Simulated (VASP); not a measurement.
# C (Fd-3m) in VASP: single point with LDA

Aim: the single point of C with LDA.

Program: VASP 6.6.1. These are calculated values, not measurements. Logs are shortened: lines on timing, memory, paths and dates and some standing lists are left out, and cuts for length are marked.

### 1 The cell of the first run

It takes space group Fd-3m (No. 227, cubic). Conventional cell: a = 3.531 Å, b = 3.531 Å, c = 3.531 Å, α = 90.00°, β = 90.00°, γ = 90.00°. C (site symmetry -43m) has 4 C at 1.53 Å within 2.0 Å.

### 2 Single point, LDA

INCAR

```
PREC = Accurate
ENCUT = 1300
EDIFF = 1E-6
ISMEAR = 0
SIGMA = 0.1
LREAL = F
LASPH = T
NELM = 120
ALGO = Normal
ISIF = 2
LWAVE = F
LCHARG = T
LELF = T
LVHAR = T
NBANDS = 11
GGA_COMPAT = F
```

KPOINTS

```
Automatic mesh
0
Gamma
  10 10 10
```

POSCAR

```
C
1.0
    0.0000000000      1.7657489870      1.7657489870
    1.7657489870      0.0000000000      1.7657489870
    1.7657489870      1.7657489870      0.0000000000
C
2
Direct
    0.5000000000      0.5000000000      0.5000000000
    0.7500000000      0.7500000000      0.7500000000
```

Potentials or basis: VASP PAW LDA potentials, release 64 (C_h).

Launch:

```sh
> cat potpaw_LDA.64/C_h/POTCAR > POTCAR
> mpirun -np 1 vasp_std > vasp.out
```

OUTCAR:

```text
PREC = Accurate
   ENCUT = 1300
   EDIFF = 1E-6
   ISMEAR = 0
   LREAL = F
   LASPH = T
   NELM = 120
   ISIF = 2

 ion  position               nearest neighbor table
   1  0.500  0.500  0.500-
   2  0.750  0.750  0.750-

  LATTYP: Found a face centered cubic cell.
 ALAT       =     3.5314979740

  Lattice vectors:

 A1 = (   0.0000000000,   1.7657489870,   1.7657489870)
 A2 = (   1.7657489870,   0.0000000000,   1.7657489870)
 A3 = (   1.7657489870,   1.7657489870,   0.0000000000)

Analysis of symmetry for initial positions (statically):
=====================================================================
 Subroutine PRICEL returns:
 Original cell was already a primitive cell.

 Routine SETGRP: Setting up the symmetry group for a
 face centered cubic supercell.

 Subroutine GETGRP returns: Found 48 space group operations
 (whereof 24 operations were pure point group operations)
 out of a pool of 48 trial point group operations.

The static configuration has the point symmetry T_d .
 The point group associated with its full space group is O_h .

Analysis of symmetry for dynamics (positions and initial velocities):
=====================================================================
 Subroutine PRICEL returns:
 Original cell was already a primitive cell.

 Routine SETGRP: Setting up the symmetry group for a
 face centered cubic supercell.

 Subroutine GETGRP returns: Found 48 space group operations
 (whereof 24 operations were pure point group operations)
 out of a pool of 48 trial point group operations.

The dynamic configuration has the point symmetry T_d .
 The point group associated with its full space group is O_h .

 Subroutine INISYM returns: Found 48 space group operations
 (whereof 24 operations are pure point group operations),
 and found     1 'primitive' translations

----------------------------------------------------------------------------------------

                                     Primitive cell

  volume of cell :      11.0107

  direct lattice vectors                    reciprocal lattice vectors
     0.000000000  1.765748987  1.765748987    -0.283165956  0.283165956  0.283165956
     1.765748987  0.000000000  1.765748987     0.283165956 -0.283165956  0.283165956
     1.765748987  1.765748987  0.000000000     0.283165956  0.283165956 -0.283165956

  length of vectors
     2.497146165  2.497146165  2.497146165     0.490457823  0.490457823  0.490457823

  position of ions in fractional coordinates (direct lattice)
     0.500000000  0.500000000  0.500000000
     0.750000000  0.750000000  0.750000000

  ion indices of the primitive-cell ions
   primitive index   ion index
                 1           1
                 2           2

----------------------------------------------------------------------------------------

 KPOINTS: Automatic mesh

Automatic generation of k-mesh.
 Grid dimensions read from file:
 generate k-points for:   10   10   10

 Generating k-lattice:

  Cartesian coordinates                     Fractional coordinates (reciprocal lattice)
    -0.028316596  0.028316596  0.028316596     0.100000000  0.000000000  0.000000000
     0.028316596 -0.028316596  0.028316596     0.000000000  0.100000000  0.000000000
     0.028316596  0.028316596 -0.028316596     0.000000000  0.000000000  0.100000000

  Length of vectors
     0.049045782  0.049045782  0.049045782

  Shift w.r.t. Gamma in fractional coordinates (k-lattice)
     0.000000000  0.000000000  0.000000000

 Subroutine IBZKPT returns following result:
 ===========================================

 Found     47 irreducible k-points:

 Following reciprocal coordinates:
            Coordinates               Weight
  0.000000  0.000000  0.000000      1.000000
  0.100000  0.000000  0.000000      8.000000
  0.200000  0.000000  0.000000      8.000000
  0.300000  0.000000  0.000000      8.000000
  0.400000  0.000000  0.000000      8.000000
  0.500000  0.000000  0.000000      4.000000
[... 16 lines left out ...]
  0.300000  0.300000  0.000000      6.000000
  0.400000  0.300000  0.000000     24.000000
 [... further k-points ...]
   k-points           NKPTS =     47   k-points in BZ     NKDIM =     47   number of bands    NBANDS=     11
   number of dos      NEDOS =    301   number of ions     NIONS =      2
   total plane-waves  NPLWV =  27000
   dimension x,y,z NGX =    30 NGY =   30 NGZ =   30
   dimension x,y,z NGXF=    60 NGYF=   60 NGZF=   60
   ions per type =               2
   NGX,Y,Z   is equivalent  to a cutoff of  19.97, 19.97, 19.97 a.u.
   NGXF,Y,Z  is equivalent  to a cutoff of  39.94, 39.94, 39.94 a.u.
 SYSTEM =  unknown system
   PREC   = accura    normal or accurate (medium, high low for compatibility)
   ISTART =      0    job   : 0-new  1-cont  2-samecut
   ICHARG =      2    charge: 1-file 2-atom 10-const
   ISPIN  =      1    spin polarized calculation?
   LNONCOLLINEAR =      F non collinear calculations
   LSORBIT =      F    spin-orbit coupling
   LASPH  =      T    aspherical Exc in radial PAW
   ENCUT  = 1300.0 eV  95.55 Ry    9.77 a.u.   7.34  7.34  7.34*2*pi/ulx,y,z
   NELM   =    120;   NELMIN=  2; NELMDL= -5     # of ELM steps
   EDIFF  = 0.1E-05   stopping-criterion for ELM
   LREAL  =      F    real-space projection
   EDIFFG = 0.1E-04   stopping-criterion for IOM
   NSW    =      0    number of steps for IOM
   IBRION =     -1    ionic relax: 0-MD 1-quasi-New 2-CG
   NFREE  =      0    steps in history (QN), initial steepest desc. (CG)
   ISIF   =      2    stress and relaxation
   ISYM   =      2    0-nonsym 1-usesym 2-fastsym
   POTIM  = 0.5000    time-step for ionic-motion
   TEBEG  =    0.0;   TEEND  =   0.0 temperature during run
   PSTRESS=    0.0 pullay stress
   NELECT =       8.0000    total number of electrons
   NUPDOWN=      -1.0000    fix difference up-down
   EMIN   =  10.00;   EMAX   =-10.00  energy-range for DOS
   EFERMI =   0.00;   METHOD = LEGACY
   ISMEAR =     0;   SIGMA  =   0.10  broadening in eV -4-tet -1-fermi 0-gaus
   EFERMI_NEDOS =   21; number of points for ismear=-14 and -15
   IALGO  =     38    algorithm
   IMIX   =      4    mixing-type and parameters
     AMIX     =   0.40;   BMIX     =  1.00
     AMIX_MAG =   1.60;   BMIX_MAG =  1.00
  volume/ion in A,a.u.               =       5.51        37.15
  Fermi-wavevector in a.u.,A,eV,Ry     =   1.471745  2.781195 29.470667  2.166033
  Thomas-Fermi vector in A             =   2.586844
   LORBIT       =      0    0 simple, 1 ext, 2 COOP (PROOUT), +10 PAW based schemes
   GGA     = CA    functional components
   LHFCALC =     F    Hartree Fock is set to
   AEXX    =    0.0000 exact exchange contribution
   IVDW    =     0    specifies the selected vdW correction
   LEPSILON=     F    determine dielectric tensor
   LRPA    =     F    only Hartree local field effects (RPA)
 non-spin polarized calculation
 Gauss-broadening in eV      SIGMA  =   0.10
  energy-cutoff  :     1300.00
  volume of cell :       11.01
 maximum number of plane-waves:      1211
 NGX is ok and might be reduce to    30
   NGX = 15   NGY = 15   NGZ = 15

 number of electron       8.0000000 magnetization

 Free energy of the ion-electron system (eV)
  ---------------------------------------------------
  ext. energy  EPLUGINS =         0.00000000
  ---------------------------------------------------
  free energy    TOTEN  =       -20.26738604 eV

  energy without entropy =      -20.26738604  energy(sigma->0) =      -20.26738604

 E-fermi :  11.9224     XC(G=0): -13.7982

 val. band max:       11.3409679890   @ k =   0.0000   0.0000   0.0000
 cond. band min:      15.5470330209   @ k =   0.4000   0.4000   0.0000
 fundamental gap:      4.2060650318
 Fermi energy:        11.9223803146

 k-point     1 :       0.0000    0.0000    0.0000
  band No.  band energies     occupation
      1     -10.3797      2.00000
      2      11.3410      2.00000
      3      11.3410      2.00000
      4      11.3410      2.00000
      5      16.9681      0.00000
      6      16.9681      0.00000
      7      16.9681      0.00000
      8      25.5762      0.00000
      9      30.7419      0.00000
     10      38.2958      0.00000
     11      38.2959      0.00000

 k-point     2 :       0.1000    0.0000    0.0000
  band No.  band energies     occupation
      1     -10.0978      2.00000
      2       9.6441      2.00000
      3      10.8807      2.00000
      4      10.8807      2.00000
      5      17.5705      0.00000
      6      17.5705      0.00000
      7      17.9669      0.00000
      8      25.7314      0.00000
      9      31.1749      0.00000
     10      35.5614      0.00000
     11      35.5614      0.00000

 k-point     3 :       0.2000    0.0000    0.0000
  band No.  band energies     occupation
      1      -9.2562      2.00000
      2       6.3987      2.00000
      3       9.9820      2.00000
      4       9.9820      2.00000
      5      18.7231      0.00000
      6      18.7231      0.00000
      7      19.3180      0.00000
      8      26.1521      0.00000
      9      31.9247      0.00000
     10      34.0044      0.00000
     11      34.0044      0.00000

 k-point     4 :       0.3000    0.0000    0.0000
  band No.  band energies     occupation
      1      -7.8726      2.00000
      2       2.9483      2.00000
      3       9.1740      2.00000
      4       9.1740      2.00000
      5      19.5462      0.00000
      6      19.5462      0.00000
      7      20.1799      0.00000
      8      26.6482      0.00000
      9      32.3014      0.00000
     10      34.2787      0.00000
     11      34.2787      0.00000
[... 239 lines left out ...]
 k-point    22 :      -0.2000    0.2000    0.0000
  band No.  band energies     occupation
      1      -7.4159      2.00000
      2       4.3311      2.00000
      3       5.1830      2.00000
      4       9.3077      2.00000
      5      19.9265      0.00000
      6      20.0875      0.00000
      7      22.0175      0.00000
      8      25.4025      0.00000
      9      31.4862      0.00000
     10      32.3464      0.00000
     11      35.5974      0.00000

 k-point    23 :       0.3000    0.3000    0.0000
  band No.  band energies     occupation
      1      -7.0435      2.00000
      2       5.3283      2.00000
      3       6.3147      2.00000
      4       6.3147      2.00000
      5      15.6247      0.00000
      6      20.0723      0.00000
      7      24.6322      0.00000
      8      24.6322      0.00000
      9      32.6859      0.00000
     10      34.2540      0.00000
     11      42.5899      0.00000

 k-point    24 :       0.4000    0.3000    0.0000
  band No.  band energies     occupation
      1      -5.6954      2.00000
      2       3.3118      2.00000
      3       5.2001      2.00000
      4       5.8327      2.00000
      5      16.1830      0.00000
      6      19.3914      0.00000
      7      25.6330      0.00000
      8      25.7400      0.00000
      9      33.4924      0.00000
     10      34.3305      0.00000
     11      42.4779      0.00000

 [... further k-points ...]

------------------------ aborting loop because EDIFF is reached ----------------------------------------

  FORCE on cell =-STRESS in cart. coord.  units (eV):
  Direction    XX          YY          ZZ          XY          YZ          ZX
  --------------------------------------------------------------------------------------
  -------------------------------------------------------------------------------------
  Total        0.0696571      0.0696571      0.0696571     -0.0000000     -0.0000000      0.0000000
  in kB       10.1358245     10.1358245     10.1358245     -0.0000000     -0.0000000      0.0000000
  external PRESSURE =      10.1358245 kB  Pullay stress =       0.0000000 kB

 VOLUME and BASIS-vectors are now :
 -----------------------------------------------------------------------------
  energy-cutoff  :     1300.00
  volume of cell :       11.01
      direct lattice vectors                 reciprocal lattice vectors
     0.000000000  1.765748987  1.765748987    -0.283165956  0.283165956  0.283165956
     1.765748987  0.000000000  1.765748987     0.283165956 -0.283165956  0.283165956
     1.765748987  1.765748987  0.000000000     0.283165956  0.283165956 -0.283165956

 POSITION                                       TOTAL-FORCE (eV/Angst)
 -----------------------------------------------------------------------------------
      1.76575      1.76575      1.76575        -0.000000     -0.000000     -0.000000
      2.64862      2.64862      2.64862         0.000000      0.000000      0.000000
 -----------------------------------------------------------------------------------
    total drift:                                0.000000     -0.000000     -0.000000

  FREE ENERGIE OF THE ION-ELECTRON SYSTEM (eV)
  ---------------------------------------------------
  free  energy   TOTEN  =       -20.2673860392 eV

  energy  without entropy=      -20.2673860392  energy(sigma->0) =      -20.26738604
```

It took 8.8 s on 1 thread of Intel Xeon 6975P-C (Granite Rapids), shared host; peak memory 0.14 GiB.

What came out:

```yaml
Free_energy: -20.2674 eV
Pressure: 1.0 GPa
Band_gap_on_the_k_mesh: 4.21 eV (least direct gap 5.63 eV)
```

Levels at points of the mesh, in eV from the valence-band top:
```csv
k point,band 1,band 2,band 3,band 4,band 5,band 6,band 7,band 8
"(0.00, 0.00, 0.00)",-21.72,0.00,0.00,0.00,5.63,5.63,5.63,14.24
"(0.50, 0.00, 0.00)",-15.71,-13.70,-2.87,-2.87,8.51,8.51,9.42,15.67
"(0.50, 0.50, 0.00)",-12.82,-12.82,-6.47,-6.47,4.78,4.78,17.07,17.07
```
